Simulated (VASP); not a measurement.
# Zn12H (a cell with a defect) in VASP: a series of runs

Runs on Zn12H (a cell with a defect). Level: PBE. Tasks: single point.

Program: VASP 6.6.1. These are calculated values, not measurements. Logs are shortened: lines on timing, memory, paths and dates and some standing lists are left out, and cuts for length are marked.

**1. The cell of the first run**

The cell holds a defect, 13 atoms: a = 5.320 Å, b = 7.980 Å, c = 4.937 Å, α = 90.00°, β = 90.00°, γ = 120.00°.

**2. Single point, PBE**

The input, INCAR:

```
SYSTEM = Zn12H
ALGO     = Normal         ! electronic algorithm
EDIFF    = 1E-6           ! SCF threshold, eV
ENCUT    = 520            ! plane-wave cutoff, eV
GGA      = PE             ! functional
ISIF     = 2              ! what is computed and relaxed
ISMEAR   = 0              ! smearing method
LASPH    = .TRUE.         ! aspherical terms in the spheres
LCHARG   = .FALSE.        ! write CHGCAR
LREAL    = .FALSE.        ! projectors in reciprocal space
LWAVE    = .FALSE.        ! write WAVECAR
NBANDS   = 84             ! bands
NELM     = 60             ! most SCF steps
PREC     = Accurate       ! precision mode
SIGMA    = 0.15           ! smearing width, eV
```

The input, KPOINTS:

```
k-points
0
G
  4 3 3
  0 0 0
```

The input, POSCAR:

```
Zn12H
1.0
    5.3200000000      0.0000000000      0.0000000000
   -3.9900000000      6.9108830000      0.0000000000
    0.0000000000      0.0000000000      4.9369600000
Zn H
12 1
Direct
    0.0053033954     -0.0042257986     -0.0285023577
    0.1797175686      0.2300056303      0.5260524695
    0.0054375825      0.3414293079     -0.0091345686
    0.1705012291      0.5585956237      0.4763644024
   -0.0040622003      0.6636889960     -0.0208909936
    0.1714537211      0.8927718788      0.4596510808
    0.4855725303     -0.0053757241     -0.0321252350
    0.6691981211      0.2286120312      0.5208466344
    0.4998008625      0.3335978919      0.0159865585
    0.6731759151      0.5602967088      0.4877181504
    0.4994882911      0.6635713555     -0.0065370187
    0.6657682266      0.8858328234      0.5162458274
    0.8196101500      0.0977909769      1.1823119896
```

Potentials or basis: VASP PAW PBE potentials, release 64 (Zn, H).

On the command line:

```
> cat potpaw_PBE.64/Zn/POTCAR potpaw_PBE.64/H/POTCAR > POTCAR
> mpirun -np 1 vasp_std > vasp.out
```

OUTCAR:

```text
SYSTEM = Zn12H
   EDIFF = 1E-6
   ENCUT = 520
   GGA = PE
   ISIF = 2
   ISMEAR = 0
   LASPH = .TRUE.
   LREAL = .FALSE.
   NELM = 60
   PREC = Accurate

 ion  position               nearest neighbor table
   1  0.005  0.996  0.971-  13 1.88   7 2.56   5 2.63   9 2.67  11 2.67   2 2.73  12 2.74   3 2.76
                             7 2.76   6 2.83   6 2.93
   2  0.180  0.230  0.526-   8 2.61  10 2.64   4 2.66   6 2.69   8 2.71   1 2.73  12 2.74   3 2.78
                             9 2.83   9 2.92
   3  0.005  0.341  0.991-  13 1.93   5 2.60  11 2.60   9 2.66   9 2.66   1 2.76   7 2.77   2 2.78
                             8 2.79   4 2.83   4 2.95   8 3.04
   4  0.171  0.559  0.476-  12 2.63  10 2.65   2 2.66   8 2.66   6 2.67  10 2.67  11 2.83   3 2.83
                             5 2.89   5 2.92   3 2.95  11 2.97
   5  0.996  0.664  0.979-   3 2.60   7 2.62   1 2.63  11 2.64   9 2.64  11 2.68  10 2.85   6 2.85
                             4 2.89   4 2.92  10 2.92   6 3.01
   6  0.171  0.893  0.460-  10 2.66   4 2.67  12 2.67  12 2.68   8 2.68   2 2.69   7 2.83   1 2.83
                             5 2.85   7 2.90   1 2.93   5 3.01
   7  0.486  0.995  0.968-  13 1.87   1 2.56   5 2.62   9 2.68  11 2.68  12 2.73   8 2.74   1 2.76
                             3 2.77   6 2.83   6 2.90
   8  0.669  0.229  0.521-   2 2.61  10 2.64   4 2.66   6 2.68   2 2.71  12 2.73   7 2.74   3 2.79
                             9 2.87   9 2.91   3 3.04
   9  0.500  0.334  0.016-  11 2.64   5 2.64   3 2.66   3 2.66   1 2.67   7 2.68  10 2.81   2 2.83
                             8 2.87   8 2.91   2 2.92  10 3.04
  10  0.673  0.560  0.488-  12 2.62   2 2.64   8 2.64   4 2.65   6 2.66   4 2.67   9 2.81   5 2.85
                            11 2.87   5 2.92  11 2.92   9 3.04
  11  0.499  0.664  0.993-   3 2.60   9 2.64   5 2.64   1 2.67   5 2.68   7 2.68  12 2.81   4 2.83
                            10 2.87  10 2.92   4 2.97  12 3.00
  12  0.666  0.886  0.516-  10 2.62   4 2.63   6 2.67   6 2.68   8 2.73   7 2.73   1 2.74   2 2.74
                            11 2.81  11 3.00
  13  0.820  0.098  0.182-   7 1.87   1 1.88   3 1.93

  LATTYP: Found a simple monoclinic cell.
 ALAT       =     5.3200000000
 B/A-ratio  =     0.9280000000
 C/A-ratio  =     1.3228757068
 COS(beta)  =    -0.1889822292

  Lattice vectors:

 A1 = (   5.3200000000,   0.0000000000,   0.0000000000)
 A2 = (   0.0000000000,   0.0000000000,   4.9369600000)
 A3 = (  -1.3300000000,  -6.9108830000,   0.0000000000)

Analysis of symmetry for initial positions (statically):
=====================================================================
 Subroutine PRICEL returns:
 Original cell was already a primitive cell.

 Routine SETGRP: Setting up the symmetry group for a
 simple monoclinic supercell.

 Subroutine GETGRP returns: Found  1 space group operations
 (whereof  1 operations were pure point group operations)
 out of a pool of  4 trial point group operations.

The static configuration has the point symmetry C_1 .

Analysis of symmetry for dynamics (positions and initial velocities):
=====================================================================
 Subroutine PRICEL returns:
 Original cell was already a primitive cell.

 Routine SETGRP: Setting up the symmetry group for a
 simple monoclinic supercell.

 Subroutine GETGRP returns: Found  1 space group operations
 (whereof  1 operations were pure point group operations)
 out of a pool of  4 trial point group operations.

The dynamic configuration has the point symmetry C_1 .

 Subroutine INISYM returns: Found  1 space group operations
 (whereof  1 operations are pure point group operations),
 and found     1 'primitive' translations

----------------------------------------------------------------------------------------

                                     Primitive cell

  volume of cell :     181.5118

  direct lattice vectors                    reciprocal lattice vectors
     5.320000000  0.000000000  0.000000000     0.187969925  0.108524482  0.000000000
    -3.990000000  6.910883000  0.000000000     0.000000000  0.144699310  0.000000000
     0.000000000  0.000000000  4.936960000     0.000000000  0.000000000  0.202553798

  length of vectors
     5.320000000  7.980000241  4.936960000     0.217048971  0.144699310  0.202553798

  position of ions in fractional coordinates (direct lattice)
     0.005303395  0.995774201  0.971497642
     0.179717569  0.230005630  0.526052470
[... 41 lines left out ...]
     0.000000000  0.000000000  0.067517933     0.000000000  0.000000000  0.333333333

  Length of vectors
     0.054262243  0.048233103  0.067517933

  Shift w.r.t. Gamma in fractional coordinates (k-lattice)
     0.000000000  0.000000000  0.000000000

 Subroutine IBZKPT returns following result:
 ===========================================

 Found     19 irreducible k-points:

 Following reciprocal coordinates:
            Coordinates               Weight
  0.000000  0.000000  0.000000      1.000000
  0.250000  0.000000  0.000000      2.000000
  0.500000  0.000000  0.000000      1.000000
  0.000000  0.333333  0.000000      2.000000
  0.250000  0.333333  0.000000      2.000000
  0.500000  0.333333  0.000000      2.000000
[... 11 lines left out ...]
 -0.250000  0.333333  0.333333      2.000000
  0.250000 -0.333333  0.333333      2.000000
   k-points           NKPTS =     19   k-points in BZ     NKDIM =     19   number of bands    NBANDS=     84
   number of dos      NEDOS =    301   number of ions     NIONS =     13
   total plane-waves  NPLWV =  96000
   dimension x,y,z NGX =    40 NGY =   60 NGZ =   40
   dimension x,y,z NGXF=    80 NGYF=  120 NGZF=   80
   ions per type =              12   1
   NGX,Y,Z   is equivalent  to a cutoff of  12.50, 12.50, 13.47 a.u.
   NGXF,Y,Z  is equivalent  to a cutoff of  25.00, 25.00, 26.94 a.u.
 SYSTEM =  Zn12H
   PREC   = accura    normal or accurate (medium, high low for compatibility)
   ISTART =      0    job   : 0-new  1-cont  2-samecut
   ICHARG =      2    charge: 1-file 2-atom 10-const
   ISPIN  =      1    spin polarized calculation?
   LNONCOLLINEAR =      F non collinear calculations
   LSORBIT =      F    spin-orbit coupling
   LASPH  =      T    aspherical Exc in radial PAW
   ENCUT  =  520.0 eV  38.22 Ry    6.18 a.u.   9.89 14.84  9.18*2*pi/ulx,y,z
   NELM   =     60;   NELMIN=  2; NELMDL= -5     # of ELM steps
   EDIFF  = 0.1E-05   stopping-criterion for ELM
   LREAL  =      F    real-space projection
   EDIFFG = 0.1E-04   stopping-criterion for IOM
   NSW    =      0    number of steps for IOM
   IBRION =     -1    ionic relax: 0-MD 1-quasi-New 2-CG
   NFREE  =      0    steps in history (QN), initial steepest desc. (CG)
   ISIF   =      2    stress and relaxation
   ISYM   =      2    0-nonsym 1-usesym 2-fastsym
   POTIM  = 0.5000    time-step for ionic-motion
   TEBEG  =    0.0;   TEEND  =   0.0 temperature during run
   PSTRESS=    0.0 pullay stress
   NELECT =     145.0000    total number of electrons
   NUPDOWN=      -1.0000    fix difference up-down
   EMIN   =  10.00;   EMAX   =-10.00  energy-range for DOS
   EFERMI =   0.00;   METHOD = LEGACY
   ISMEAR =     0;   SIGMA  =   0.15  broadening in eV -4-tet -1-fermi 0-gaus
   EFERMI_NEDOS =   21; number of points for ismear=-14 and -15
   IALGO  =     38    algorithm
   IMIX   =      4    mixing-type and parameters
     AMIX     =   0.40;   BMIX     =  1.00
     AMIX_MAG =   1.60;   BMIX_MAG =  1.00
  volume/ion in A,a.u.               =      13.96        94.22
  Fermi-wavevector in a.u.,A,eV,Ry     =   1.519017  2.870525 31.394246  2.307412
  Thomas-Fermi vector in A             =   2.628059
   LORBIT       =      0    0 simple, 1 ext, 2 COOP (PROOUT), +10 PAW based schemes
   GGA     = PE    functional components
   LHFCALC =     F    Hartree Fock is set to
   AEXX    =    0.0000 exact exchange contribution
   IVDW    =     0    specifies the selected vdW correction
   LEPSILON=     F    determine dielectric tensor
   LRPA    =     F    only Hartree local field effects (RPA)
 non-spin polarized calculation
 Gauss-broadening in eV      SIGMA  =   0.15
  energy-cutoff  :      520.00
  volume of cell :      181.51
 maximum number of plane-waves:      4902
   NGX = 19   NGY = 29   NGZ = 19

 number of electron     145.0000006 magnetization

 Free energy of the ion-electron system (eV)
  ---------------------------------------------------
  ext. energy  EPLUGINS =         0.00000000
  ---------------------------------------------------
  free energy    TOTEN  =       -15.55493278 eV

  energy without entropy =      -15.51062725  energy(sigma->0) =      -15.53278001

 E-fermi :   3.3892     XC(G=0): -11.6505

 val. band max:        3.3779385806   @ k =   0.5000   0.0000   0.3333
 cond. band min:       3.4058586634   @ k =   0.2500   0.3333   0.0000
 fundamental gap:      0.0279200828
 Fermi energy:         3.3891987219

 k-point     1 :       0.0000    0.0000    0.0000
  band No.  band energies     occupation
      1      -7.5997      2.00000
      2      -5.6764      2.00000
      3      -5.3735      2.00000
      4      -5.2306      2.00000
      5      -5.1793      2.00000
      6      -5.1320      2.00000
[... 1642 lines left out ...]
     83       8.9689      0.00000
     84       9.2051      0.00000

------------------------ aborting loop because EDIFF is reached ----------------------------------------

  FORCE on cell =-STRESS in cart. coord.  units (eV):
  Direction    XX          YY          ZZ          XY          YZ          ZX
  --------------------------------------------------------------------------------------
  -------------------------------------------------------------------------------------
  Total        4.8855440      1.2188518      3.1594016     -0.6595717      0.2034785     -0.0530264
  in kB       43.1239692     10.7586236     27.8875675     -5.8219412      1.7960741     -0.4680560
  external PRESSURE =      27.2567201 kB  Pullay stress =       0.0000000 kB

 VOLUME and BASIS-vectors are now :
 -----------------------------------------------------------------------------
  energy-cutoff  :      520.00
  volume of cell :      181.51
      direct lattice vectors                 reciprocal lattice vectors
     5.320000000  0.000000000  0.000000000     0.187969925  0.108524482  0.000000000
    -3.990000000  6.910883000  0.000000000     0.000000000  0.144699310  0.000000000
     0.000000000  0.000000000  4.936960000     0.000000000  0.000000000  0.202553798

 POSITION                                       TOTAL-FORCE (eV/Angst)
 -----------------------------------------------------------------------------------
     -3.94493      6.88168      4.79625        -0.006427      0.001395      0.013033
      0.03838      1.58954      2.59710        -0.005596     -0.000751     -0.004690
     -1.33337      2.35958      4.89186        -0.002036     -0.010513      0.010005
     -1.32173      3.86039      2.35179        -0.000547     -0.002776     -0.002556
      2.65027      4.58668      4.83382        -0.001014     -0.003061     -0.004428
     -2.65003      6.16984      2.26928        -0.000829      0.000358     -0.003733
     -1.38530      6.87373      4.77836         0.004972      0.001640     -0.006591
      2.64797      1.57991      2.57140         0.006281      0.002040     -0.006805
      1.32788      2.30546      0.07892         0.001800      0.000295      0.005148
      1.34571      3.87214      2.40784        -0.001899     -0.002303      0.001468
      0.00963      4.58586      4.90469         0.002178      0.000664      0.003250
      0.00741      6.12189      2.54869         0.000777      0.003330     -0.004808
      3.97014      0.67582      0.90007         0.002339      0.009682      0.000704
 -----------------------------------------------------------------------------------
    total drift:                               -0.000758      0.000808     -0.001042

  FREE ENERGIE OF THE ION-ELECTRON SYSTEM (eV)
  ---------------------------------------------------
  free  energy   TOTEN  =       -15.5549327798 eV

  energy  without entropy=      -15.5106272484  energy(sigma->0) =      -15.53278001
```

It took 11 min on 1 thread of AMD EPYC 7R13, shared host; peak memory 0.38 GiB.

What came out:

```
Free energy   : -15.5549 eV
Pressure      : 2.7 GPa
Largest force : 0.015 eV/Å
```

Forces in eV/Å, atoms in the order of the input:
```
Zn  -0.006  0.001  0.013
Zn  -0.006 -0.001 -0.005
Zn  -0.002 -0.011  0.010
Zn  -0.001 -0.003 -0.003
Zn  -0.001 -0.003 -0.004
Zn  -0.001  0.000 -0.004
Zn   0.005  0.002 -0.007
Zn   0.006  0.002 -0.007
Zn   0.002  0.000  0.005
Zn  -0.002 -0.002  0.001
Zn   0.002  0.001  0.003
Zn   0.001  0.003 -0.005
H    0.002  0.010  0.001
```

Levels at points of the mesh, in eV from the Fermi level:
| k point | band 68 | band 69 | band 70 | band 71 | band 72 | band 73 | band 74 | band 75 | band 76 | band 77 |
| --- | --- | --- | --- | --- | --- | --- | --- | --- | --- | --- |
| (0.00, 0.00, 0.00) | -3.20 | -2.43 | -1.24 | -0.97 | -0.42 | 0.07 | 0.30 | 0.38 | 1.47 | 1.69 |
| (0.50, 0.00, 0.00) | -2.06 | -1.95 | -1.50 | -1.41 | -1.37 | -0.75 | -0.58 | -0.09 | -0.02 | 2.11 |

Caveat: the k points lie up to 0.42 Å⁻¹ apart.

(Continued in part 2 of 2.)
